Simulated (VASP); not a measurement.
A run of VASP 6.6.1 is set up as follows.

The input INCAR:

```
PREC = Accurate
ENCUT = 520
EDIFF = 1E-7
ISMEAR = 0
SIGMA = 0.1
LREAL = F
LASPH = T
NELM = 60
ALGO = Normal
ISIF = 2
LWAVE = F
LCHARG = F
GGA = PE
NBANDS = 27
```

KPOINTS

```
regular mesh
0
Gamma
  6 6 6
```

Contents of POSCAR:

```
Ta3N
1.0
   -2.5936163600      2.5936163600      2.5936163600
    2.5936163600     -2.5936163600      2.5936163600
    2.5936163600      2.5936163600     -2.5936163600
Ta N
3 1
Direct
    0.0000000000      0.5000000000      0.5000000000
    0.5000000000      0.0000000000      0.5000000000
    0.5000000000      0.5000000000      0.0000000000
    0.0000000000      0.0000000000      0.0000000000
```

Potentials or basis: VASP PAW PBE potentials, release 64 (Ta_pv, N).

The run is started by

```console
$ cat potpaw_PBE.64/Ta_pv/POTCAR potpaw_PBE.64/N/POTCAR > POTCAR
$ mpirun -np 1 vasp_std > vasp.out
```

Task: What does it give for the pressure?

Result: -8.5 GPa.

Task: Estimate the band gap on the k mesh.

Result: Zero (band 19 reaches 4.83 eV, above the bottom of band 20 at 4.43 eV).

Caveat: spin-orbit coupling is left out, which moves the levels of the heavy elements.
